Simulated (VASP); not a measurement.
# Li5B in VASP: single point with r2SCAN

Aim: the single point of Li5B with r2SCAN.

Everything below comes from runs of VASP 6.6.1. Logs are shortened: lines on timing, memory, paths and dates and some standing lists are left out, and cuts for length are marked.

### 1 The cell of the first run

The cell holds a slab with vacuum, 6 atoms: a = 3.477 Å, b = 3.477 Å, c = 25.954 Å, α = 90.00°, β = 90.00°, γ = 90.00°.

### 2 Single point, r2SCAN

Input file POSCAR:

```
Li5B
1.0
    3.4770929272      0.0000000000      0.0000000000
    0.0000000000      3.4770929272      0.0000000000
    0.0000000000      0.0000000000     25.9541858545
Li B
5 1
Direct
    0.5000000000      0.5000000000      0.3275001592
    0.0000000000      0.0000000000      0.3944853644
    0.5000000000      0.5000000000      0.4578357276
    0.0000000000      0.0000000000      0.5257767205
    0.5000000000      0.5000000000      0.6105589692
    0.0000000000      0.0000000000      0.6111850710
```

Input file INCAR.step1:

```
PREC = Accurate
ENCUT = 520
ISMEAR = 0
SIGMA = 0.1
LREAL = F
LASPH = T
NELM = 100
LDIPOL = T
IDIPOL = 3
DIPOL = 0.5 0.5 0.488
NBANDS = 18
GGA = PE
ALGO = Normal
EDIFF = 1E-4
LWAVE = T
LCHARG = F
```

Input file INCAR.step2:

```
PREC = Accurate
ENCUT = 520
EDIFF = 1E-6
ISMEAR = 0
SIGMA = 0.1
LREAL = F
LASPH = T
NELM = 100
ALGO = Normal
ISIF = 2
LWAVE = F
LCHARG = F
LDIPOL = T
IDIPOL = 3
DIPOL = 0.5 0.5 0.488
METAGGA = R2SCAN
LMIXTAU = T
NBANDS = 18
ISTART = 1
```

Input file KPOINTS:

```
regular mesh
0
Gamma
  8 8 1
```

Potentials or basis: VASP PAW PBE potentials, release 64 (Li_sv, B).

The run is started by

```bash
cat potpaw_PBE.64/Li_sv/POTCAR potpaw_PBE.64/B/POTCAR > POTCAR
cp INCAR.step1 INCAR
mpirun -np 1 vasp_std > vasp.out
cp INCAR.step2 INCAR
mpirun -np 1 vasp_std > vasp.out
```

OUTCAR:

```text
PREC = Accurate
   ENCUT = 520
   EDIFF = 1E-6
   ISMEAR = 0
   LREAL = F
   LASPH = T
   NELM = 100
   ISIF = 2
   METAGGA = R2SCAN
   ISTART = 1

 ion  position               nearest neighbor table
   1  0.500  0.500  0.328-
   2  0.000  0.000  0.394-
   3  0.500  0.500  0.458-
   4  0.000  0.000  0.526-   6 2.22
   5  0.500  0.500  0.611-
   6  0.000  0.000  0.611-   4 2.22

  LATTYP: Found a simple tetragonal cell.
 ALAT       =     3.4770929272
 C/A-ratio  =     7.4643348331

  Lattice vectors:

 A1 = (   3.4770929272,   0.0000000000,   0.0000000000)
 A2 = (   0.0000000000,   3.4770929272,   0.0000000000)
 A3 = (   0.0000000000,   0.0000000000,  25.9541858545)

Analysis of symmetry for initial positions (statically):
=====================================================================
 Subroutine PRICEL returns:
 Original cell was already a primitive cell.

 Routine SETGRP: Setting up the symmetry group for a
 simple tetragonal supercell.

 Subroutine GETGRP returns: Found  8 space group operations
 (whereof  8 operations were pure point group operations)
 out of a pool of 16 trial point group operations.

The static configuration has the point symmetry C_4v.

Analysis of symmetry for dynamics (positions and initial velocities):
=====================================================================
 Subroutine PRICEL returns:
 Original cell was already a primitive cell.

 Routine SETGRP: Setting up the symmetry group for a
 simple tetragonal supercell.

 Subroutine GETGRP returns: Found  8 space group operations
 (whereof  8 operations were pure point group operations)
 out of a pool of 16 trial point group operations.

The dynamic configuration has the point symmetry C_4v.

 Subroutine INISYM returns: Found  8 space group operations
 (whereof  8 operations are pure point group operations),
 and found     1 'primitive' translations

----------------------------------------------------------------------------------------

                                     Primitive cell

  volume of cell :     313.7907

  direct lattice vectors                    reciprocal lattice vectors
     3.477092927  0.000000000  0.000000000     0.287596570  0.000000000  0.000000000
     0.000000000  3.477092927  0.000000000     0.000000000  0.287596570  0.000000000
[... 90 lines left out ...]
   ISYM   =      2    0-nonsym 1-usesym 2-fastsym
   POTIM  = 0.5000    time-step for ionic-motion
   TEBEG  =    0.0;   TEEND  =   0.0 temperature during run
   PSTRESS=    0.0 pullay stress
   NELECT =      18.0000    total number of electrons
   NUPDOWN=      -1.0000    fix difference up-down
   EMIN   =  10.00;   EMAX   =-10.00  energy-range for DOS
   EFERMI =   0.00;   METHOD = LEGACY
   ISMEAR =     0;   SIGMA  =   0.10  broadening in eV -4-tet -1-fermi 0-gaus
   EFERMI_NEDOS =   21; number of points for ismear=-14 and -15
   IALGO  =     38    algorithm
   IMIX   =      4    mixing-type and parameters
     AMIX     =   0.40;   BMIX     =  1.00
     AMIX_MAG =   1.60;   BMIX_MAG =  1.00
  volume/ion in A,a.u.               =      52.30       352.93
  Fermi-wavevector in a.u.,A,eV,Ry     =   0.631373  1.193121  5.423707  0.398631
  Thomas-Fermi vector in A             =   1.694325
   LORBIT       =      0    0 simple, 1 ext, 2 COOP (PROOUT), +10 PAW based schemes
   METAGGA = R2SCAN    functional components
   LHFCALC =     F    Hartree Fock is set to
   AEXX    =    0.0000 exact exchange contribution
   IVDW    =     0    specifies the selected vdW correction
   LEPSILON=     F    determine dielectric tensor
   LRPA    =     F    only Hartree local field effects (RPA)
 non-spin polarized calculation
 Gauss-broadening in eV      SIGMA  =   0.10
  energy-cutoff  :      520.00
  volume of cell :      313.79
 maximum number of plane-waves:      8529
 NGX is ok and might be reduce to    28
   NGX = 13   NGY = 13   NGZ = 97

 number of electron      18.0000041 magnetization

 dipolmoment           0.000000      0.000000      0.110733 electrons x Angstroem

 Free energy of the ion-electron system (eV)
  ---------------------------------------------------
  ext. energy  EPLUGINS =         0.00000000
  ---------------------------------------------------
  free energy    TOTEN  =       -15.51238701 eV

  energy without entropy =      -15.49527451  energy(sigma->0) =      -15.50383076

 E-fermi :  -2.0696     XC(G=0):  -3.3695

 val. band max:       -2.1016164087   @ k =   0.2500   0.0000   0.0000
 cond. band min:      -2.0442511513   @ k =   0.2500   0.1250   0.0000
 fundamental gap:      0.0573652573
 Fermi energy:        -2.0696152937

 k-point     1 :       0.0000    0.0000    0.0000
  band No.  band energies     occupation
      1     -50.9806      2.00000
      2     -50.2742      2.00000
      3     -50.1129      2.00000
      4     -50.0883      2.00000
      5     -49.2302      2.00000
      6      -9.0478      2.00000
[... 292 lines left out ...]
      5     -49.2269      2.00000
      6      -6.6176      2.00000
[... 10 lines left out ...]
     17       2.1086      0.00000
     18       2.9029      0.00000

------------------------ aborting loop because EDIFF is reached ----------------------------------------

 vacuum level on the upper side and lower side of the slab       (xc-potential included)         0.786        -0.831

  FORCE on cell =-STRESS in cart. coord.  units (eV):
  Direction    XX          YY          ZZ          XY          YZ          ZX
  --------------------------------------------------------------------------------------
  -------------------------------------------------------------------------------------
  Total       -2.4328206     -2.4328206     -0.0816043      0.0000000      0.0000000      0.0000000
  in kB      -12.4216891    -12.4216891     -0.4166616      0.0000000      0.0000000      0.0000000
  external PRESSURE =      -8.4200132 kB  Pullay stress =       0.0000000 kB

 VOLUME and BASIS-vectors are now :
 -----------------------------------------------------------------------------
  energy-cutoff  :      520.00
  volume of cell :      313.79
      direct lattice vectors                 reciprocal lattice vectors
     3.477092927  0.000000000  0.000000000     0.287596570  0.000000000  0.000000000
     0.000000000  3.477092927  0.000000000     0.000000000  0.287596570  0.000000000
     0.000000000  0.000000000 25.954185855     0.000000000  0.000000000  0.038529430

 POSITION                                       TOTAL-FORCE (eV/Angst)
 -----------------------------------------------------------------------------------
      1.73855      1.73855      8.50000        -0.000000     -0.000000      0.011182
      0.00000      0.00000     10.23855        -0.000000     -0.000000      0.060170
      1.73855      1.73855     11.88275        -0.000000      0.000000      0.006291
      0.00000      0.00000     13.64611         0.000000     -0.000000     -0.010746
      1.73855      1.73855     15.84656        -0.000000     -0.000000     -0.054928
      0.00000      0.00000     15.86281        -0.000000     -0.000000     -0.011969
 -----------------------------------------------------------------------------------
    total drift:                                0.000000      0.000000     -0.047809

  FREE ENERGIE OF THE ION-ELECTRON SYSTEM (eV)
  ---------------------------------------------------
  free  energy   TOTEN  =       -15.5123870056 eV

  energy  without entropy=      -15.4952745150  energy(sigma->0) =      -15.50383076

 vacuum level on the upper side and lower side of the slab         2.428         0.775
```

OUTCAR.step1:

```text
PREC = Accurate
   ENCUT = 520
   ISMEAR = 0
   LREAL = F
   LASPH = T
   NELM = 100
   GGA = PE
[... 544 lines left out ...]
      1.73855      1.73855     15.84656         0.000000      0.000000      0.001202
      0.00000      0.00000     15.86281        -0.000000     -0.000000     -0.015390
 -----------------------------------------------------------------------------------
    total drift:                                0.000000      0.000000      0.000143

  FREE ENERGIE OF THE ION-ELECTRON SYSTEM (eV)
  ---------------------------------------------------
  free  energy   TOTEN  =       -12.5858365396 eV

  energy  without entropy=      -12.5666681463  energy(sigma->0) =      -12.57625234

 vacuum level on the upper side and lower side of the slab         2.040         0.385
```

OSZICAR.step1:

```text
N       E                     dE             d eps       ncg     rms          rms(c)
DAV:   1     0.722685040438E+02    0.72269E+02   -0.83363E+03   580   0.801E+02
DAV:   2     0.833083119368E+01   -0.63938E+02   -0.61355E+02   700   0.204E+02
DAV:   3    -0.874247164228E+01   -0.17073E+02   -0.16828E+02   906   0.557E+01
DAV:   4    -0.131363390686E+02   -0.43939E+01   -0.43567E+01  1038   0.428E+01
DAV:   5    -0.138246714736E+02   -0.68833E+00   -0.68791E+00   870   0.148E+01    0.349E+00
DAV:   6    -0.220011618667E+02   -0.81765E+01   -0.66275E+01   802   0.135E+01    0.663E+00
DAV:   7    -0.128277270429E+02    0.91734E+01   -0.31933E+01   856   0.769E+00    0.113E+00
DAV:   8    -0.126971567431E+02    0.13057E+00   -0.53986E-01   702   0.238E+00    0.671E-01
DAV:   9    -0.126212784096E+02    0.75878E-01   -0.95342E-02   826   0.923E-01    0.396E-01
DAV:  10    -0.125908139708E+02    0.30464E-01   -0.53638E-02   764   0.633E-01    0.182E-01
DAV:  11    -0.125850585166E+02    0.57555E-02   -0.46517E-02   790   0.355E-01    0.190E-01
DAV:  12    -0.125825221342E+02    0.25364E-02   -0.26068E-02   692   0.262E-01    0.107E-01
DAV:  13    -0.125827716862E+02   -0.24955E-03   -0.15512E-03   756   0.103E-01    0.602E-02
DAV:  14    -0.125842542068E+02   -0.14825E-02   -0.15511E-03   688   0.982E-02    0.255E-02
DAV:  15    -0.125850338010E+02   -0.77959E-03   -0.22943E-04   602   0.533E-02    0.287E-02
DAV:  16    -0.125855608674E+02   -0.52707E-03   -0.39075E-04   570   0.462E-02    0.830E-03
DAV:  17    -0.125857492159E+02   -0.18835E-03   -0.50467E-05   578   0.223E-02    0.103E-02
DAV:  18    -0.125858365396E+02   -0.87324E-04   -0.56637E-05   498   0.155E-02
   1 F= -.12585837E+02 E0= -.12576252E+02  d E =-.191684E-01
```

It took 20 min on 1 thread of AMD EPYC 7R43 (Zen 3), shared host; peak memory 0.39 GiB.

Results:

```
Free energy            : -15.5124 eV
Largest force          : 0.060 eV/Å
Band gap on the k mesh : zero (band 9 reaches -1.27 eV, above the bottom of band 10 at -2.10 eV)
```

Forces in eV/Å, atoms in the order of the input:
```
Li   0.000  0.000  0.011
Li   0.000  0.000  0.060
Li   0.000  0.000  0.006
Li   0.000  0.000 -0.011
Li   0.000  0.000 -0.055
B    0.000  0.000 -0.012
```

Caveat: the cutoff is under 1.25 times the usual one of these potentials, so pressure, stress and relaxed cells hold a basis-set (Pulay) error; the PAW data sets were made with another functional, which shifts forces and pressure a little.
